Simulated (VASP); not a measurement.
Wanted: the native input for a VASP 6.6.1 run.

- Task: single point
- Functional: PBE
- Dispersion: D3(BJ)
- Potentials or basis: VASP PAW PBE potentials, release 64 (C, O)
- Cutoff: 520 eV
- k mesh: 12 × 12 × 1
- Occupations: gaussian, width 0.1 eV
- Spin: no spin polarisation
- Dipole correction: yes
- Further INCAR settings: ALGO = Normal; EDIFF = 1e-06; NBANDS = 29

The structure of C8O lies in POSCAR:

```
C8O
1.0
    2.4649796670      0.0000000000      0.0000000000
   -1.2324898335      2.1347350114      0.0000000000
    0.0000000000      0.0000000000     29.1076495408
C O
8 1
Direct
    0.0000000000      0.0000000000      0.2920194646
    0.6666666666      0.3333333333      0.2920194566
    0.0000000000      0.0000000000      0.4077696707
    0.3333333333      0.6666666667      0.4077696627
    0.0000000000      0.0000000000      0.5235198769
    0.6666666666      0.3333333333      0.5235198689
    0.0000000000      0.0000000000      0.6392700831
    0.3333333333      0.6666666667      0.6392700751
    0.2500000000      0.5000000000      0.6860221867
```

The input as run:

INCAR

```
PREC = Accurate ; ENCUT = 520
EDIFF = 1E-6 ; ISMEAR = 0
SIGMA = 0.1 ; LREAL = False
LASPH = True ; NELM = 100
ALGO = Normal ; ISIF = 2
LWAVE = False ; LCHARG = False
LDIPOL = True ; IDIPOL = 3
DIPOL = 0.5 0.5 0.490 ; GGA = PE
IVDW = 12 ; NBANDS = 29
```

KPOINTS

```
Automatic mesh
0
Gamma
  12 12 1
```

Potentials or basis: VASP PAW PBE potentials, release 64 (C, O).

The run is started by

```console
$ cat potpaw_PBE.64/C/POTCAR potpaw_PBE.64/O/POTCAR > POTCAR
$ mpirun -np 1 vasp_std > vasp.out
```

Results of the run:

```json
{"Largest force": "3.925 eV/Å", "Band gap on the k mesh": "zero (bands 19 and 20 overlap by 0.07 eV)", "Dispersion energy per atom": "-0.130 eV"}
```

Wall time 8.1 min on 1 thread of Oxide Virtual Turin-like Processor, with other jobs on the host, peak memory 0.3 GiB.
